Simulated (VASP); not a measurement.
Fe, 2 atoms in the cell. It takes space group P6_3/mmc (No. 194, hexagonal). Conventional cell: a = 2.384 Å, b = 2.384 Å, c = 3.764 Å, α = 90.00°, β = 90.00°, γ = 120.00°. Within 3.1 Å of Fe (site symmetry -6m2) lie 12 Fe at 2.33 to 2.38 Å.  This cell differs from its parent crystal: volume scaled by 0.94.

* Program: VASP 6.6.1
* Task: single point
* Functional: LDA
* Potentials or basis: VASP PAW LDA potentials, release 64 (Fe)
* Cutoff: 520 eV
* k mesh: 12 × 12 × 7
* Occupations: fermi-dirac, width 0.05 eV
* Spin: collinear spin, ferromagnetic start
* Starting moments: [3.0, 3.0] μB
* Dipole correction: no
* Further INCAR settings: ALGO = Normal; EDIFF = 1e-07; NBANDS = 19

Potentials or basis: VASP PAW LDA potentials, release 64 (Fe).

Command:

```bash
$ cat potpaw_LDA.64/Fe/POTCAR > POTCAR
$ mpirun -np 1 vasp_std > vasp.out
```

Hardware: 1 thread of Intel(R) Xeon(R) Platinum 8488C (Sapphire Rapids), with other jobs on the host.

Q: How long does it take, and how much memory?

A: Wall time 40 s on 1 thread of Intel(R) Xeon(R) Platinum 8488C (Sapphire Rapids), on a shared host, peak memory 0.15 GiB. Counts: scf iterations 15, k points 76.
